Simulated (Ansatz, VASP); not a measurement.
## CsZnH3 in VASP and in Ansatz

```
CELL_PARAMETERS angstrom
3.25472 1.87911 5.31494
-3.25472 1.87911 5.31494
0.00000 -3.75823 5.31494
ATOMIC_POSITIONS crystal
Cs 0.75000 0.75000 0.75000
Cs 0.25000 0.25000 0.25000
Zn 0.50000 0.50000 0.50000
Zn 0.00000 0.00000 0.00000
H 0.81043 0.25000 0.68957
H 0.68957 0.81043 0.25000
H 0.25000 0.68957 0.81043
H 0.18957 0.75000 0.31043
H 0.31043 0.18957 0.75000
H 0.75000 0.31043 0.18957
```

Alike in both runs: task single point; functional PBE; k mesh 4 × 4 × 4; occupations gaussian, width 0.1 eV; no spin polarisation.

```csv
,VASP,Ansatz
version,VASP 6.6.1,Ansatz 0.2.0
potentials or method,"VASP PAW PBE potentials, release 64 (Cs_sv, Zn, H), cutoff 520 eV","scalar-relativistic, plane waves, PAW"
valence electrons in the cell,48,48
```

|  | VASP | Ansatz | Ansatz less VASP |
| --- | --- | --- | --- |
| gap on the k mesh at the Fermi level (eV) | none | none | - |
| pressure (GPa) | -5.8 | -5.8 | 0.00 |
| traceless stress, the component that is largest in VASP (GPa) | -0.43 | -0.42 | +0.010 |
| rms of the force components (eV/Å) | 0.218 | 0.217 | -0.0009 |

Atom by atom the forces differ by 0.001 eV/Å (rms over components). A gap of «none» marks a metal or a gap that the smearing closes.

Spin-orbit coupling is off throughout.
